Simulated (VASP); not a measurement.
Set up this calculation in VASP 6.6.1, as the native input.

| Quantity | Value |
| --- | --- |
| Task | single point |
| Functional | PBE |
| Potentials or basis | VASP PAW PBE potentials, release 64 (Al, N) |
| Cutoff | 520 eV |
| k mesh | 15 × 15 × 15 |
| Occupations | fermi-dirac, width 0.08 eV |
| Spin | no spin polarisation |
| Dipole correction | no |
| Further INCAR settings | ALGO = Normal; EDIFF = 1e-06; NBANDS = 11 |

The structure of AlN (zincblende type) lies in POSCAR:

```
AlN
1.0
    0.0000000000      2.2015457364      2.2015457364
    2.2015457364      0.0000000000      2.2015457364
    2.2015457364      2.2015457364      0.0000000000
Al N
1 1
Direct
    0.0000000000      0.0000000000      0.0000000000
    0.2500000000      0.2500000000      0.2500000000
```

These files were run (other wordings do the same):

INCAR

```
PREC = Accurate
ENCUT = 520
EDIFF = 1E-6
ISMEAR = -1
SIGMA = 0.08
LREAL = F
LASPH = T
NELM = 80
ALGO = Normal
ISIF = 2
LWAVE = F
LCHARG = F
GGA = PE
NBANDS = 11
```

KPOINTS

```
Automatic mesh
0
Gamma
  15 15 15
```

Potentials or basis: VASP PAW PBE potentials, release 64 (Al, N).

Command:

```console
$ cat potpaw_PBE.64/Al/POTCAR potpaw_PBE.64/N/POTCAR > POTCAR
$ mpirun -np 1 vasp_std > vasp.out
```

Results of the run:

```
Pressure               : -0.3 GPa
Band gap on the k mesh : 3.37 eV, indirect (least direct gap 3.98 eV)
```

Wall time 42 s on 1 thread of AMD EPYC 7R13 (shared host), peak memory 0.12 GiB.
